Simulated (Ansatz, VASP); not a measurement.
Two plane-wave programs on Ir

```
Ir
1.0
     0.00000    2.07328    1.76612
     2.07328    0.00000    1.76612
     2.07328    2.07328    0.00000
Ir
1
Direct
  0.00000 0.00000 0.00000
```

Change from the starting cell: strain +0.080 along x and y, -0.080 along z, atoms carried along.

Alike in both runs: task single point; functional LDA; k mesh 22 × 22 × 22; occupations gaussian, width 0.15 eV; no spin polarisation.

|  | VASP | Ansatz |
| --- | --- | --- |
| version | VASP 6.6.1 | Ansatz 0.2.0 |
| potentials or method | VASP PAW LDA potentials, release 64 (Ir_sv_GW), cutoff 560 eV | scalar-relativistic, plane waves, PAW |
| valence electrons in the cell | 17 | 17 |

|  | VASP | Ansatz | Ansatz less VASP |
| --- | --- | --- | --- |
| gap on the k mesh at the Fermi level (eV) | none | none | - |
| pressure (GPa) | -25.9 | -25.4 | +0.52 |
| traceless stress, the component that is largest in VASP (GPa) | 25.72 | 25.87 | +0.152 |

LDA's correlation is that of Perdew and Zunger in VASP and of Perdew and Wang (1992) in Ansatz. A gap of «none» marks a metal or a gap that the smearing closes.

Neither program's run includes spin-orbit coupling.
